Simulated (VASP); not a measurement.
Input of a VASP 6.6.1 run:

The input INCAR:

```
SYSTEM = Si
  PREC = Accurate
  ENCUT = 520
  EDIFF = 1E-6
  ISMEAR = -1
  SIGMA = 0.05
  LREAL = Auto
  LASPH = .True.
  NELM = 60
  ALGO = Normal
  ISIF = 2
  LWAVE = .False.
  LCHARG = .True.
  GGA = PS
  LELF = .True.
  LVHAR = .True.
  NBANDS = 48
```

File KPOINTS:

```
Automatic mesh
0
Gamma
  2 2 2
  0 0 0
```

Contents of POSCAR:

```
Si
1.0
    0.0000000000      5.4300000000      5.4300000000
    5.4300000000      0.0000000000      5.4300000000
    5.4300000000      5.4300000000      0.0000000000
Si
17
Direct
    0.0006126879      0.0003272459      0.0005197843
    0.1249446293      0.1250485763      0.1249872725
    0.0007011642      0.0003366779      0.4984857361
    0.1223260427      0.1215856271      0.6280504821
    0.0005237444      0.4986024074      0.0004634795
    0.1221188370      0.6279677028      0.1219065770
   -0.0058761363      0.5018604462      0.5020337166
    0.1222296541      0.6279591392      0.6280113319
    0.4984216639      0.0003668261      0.0006717486
    0.6281106496      0.1216322903      0.1221591845
    0.5025903352     -0.0073848251      0.5024717627
    0.6282016841      0.1216437164      0.6282017122
    0.5022462898      0.5019569833     -0.0063213263
    0.6280303565      0.6279776115      0.1221046291
    0.5024088379      0.5020226406      0.5023317580
    0.6256924148      0.6242241520      0.6252571996
    0.3756542549      0.3742263622      0.3752634717
```

Potentials or basis: VASP PAW PBE potentials, release 64 (Si).

The run is started by

```sh
$ cat potpaw_PBE.64/Si/POTCAR > POTCAR
$ mpirun -np 1 vasp_std > vasp.out
```

Task: Estimate the largest force.

Result: 0.022 eV/Å.

Task: Estimate the pressure.

Result: 3.5 GPa.

Task: Predict the band gap on the k mesh.

Result: Zero (bands 34 and 35 overlap by 0.25 eV).

Forces in eV/Å, atoms in the order of the input:
```
Si   0.014  0.007  0.012
Si   0.000  0.000  0.000
Si  -0.007 -0.014  0.010
Si   0.002  0.000  0.009
Si  -0.012  0.010 -0.015
Si  -0.002  0.015 -0.002
Si   0.010 -0.009 -0.013
Si  -0.012  0.002 -0.004
Si   0.010 -0.012 -0.007
Si   0.008  0.002  0.004
Si   0.000  0.002  0.001
Si  -0.001 -0.009  0.002
Si  -0.010 -0.004  0.007
Si  -0.004  0.004 -0.009
Si   0.001  0.008  0.003
Si   0.002 -0.003  0.000
Si   0.000  0.000  0.001
```

Caveat: the k points lie up to 0.50 Å⁻¹ apart; the PAW data sets were made with another functional, which shifts forces and pressure a little.
